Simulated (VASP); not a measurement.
Runs of VASP 6.6.1 on Re. The structure is that of space group Fm-3m (No. 225), or close to it. The cells are those of the table. This isn't the form of Re at room conditions, which is hcp.

```tsv
cell	gap on the mesh (eV)	pressure (GPa)
a = 2.841 Å, angles 60.0°, 1 atom	none	-24.2
a = 2.653 Å, angles 60.0°, 1 atom	none	62.0
a = 2.731 Å, angles 60.0°, 1 atom	none	15.9
a = 2.769 Å, angles 60.0°, 1 atom	none	-0.6
a = 2.875 Å, angles 60.0°, 1 atom	none	(b)
a = 2.805 Å, angles 60.0°, 1 atom	none	-13.7
a = 2.693 Å, angles 60.0°, 1 atom	none	(a)
```

Alike in all rows: task single point; level PBE; potentials or basis VASP PAW PBE potentials, release 64 (Re); no spin polarisation; k mesh 23 × 23 × 23; cutoff (eV) 520; smearing fermi-dirac 0.1 eV.

Q: Fill in the values left out.

A: (a) 36.4; (b) -32.6.

Caveats: spin-orbit coupling is left out, which moves the levels of the heavy elements; the cell stands under tension (at least some runs); the cell stands under pressure (at least some runs).

A k mesh can miss the band edges, and the runs leave out spin-orbit coupling on Re.

A gap of «none» marks levels without a gap at the run's occupations.
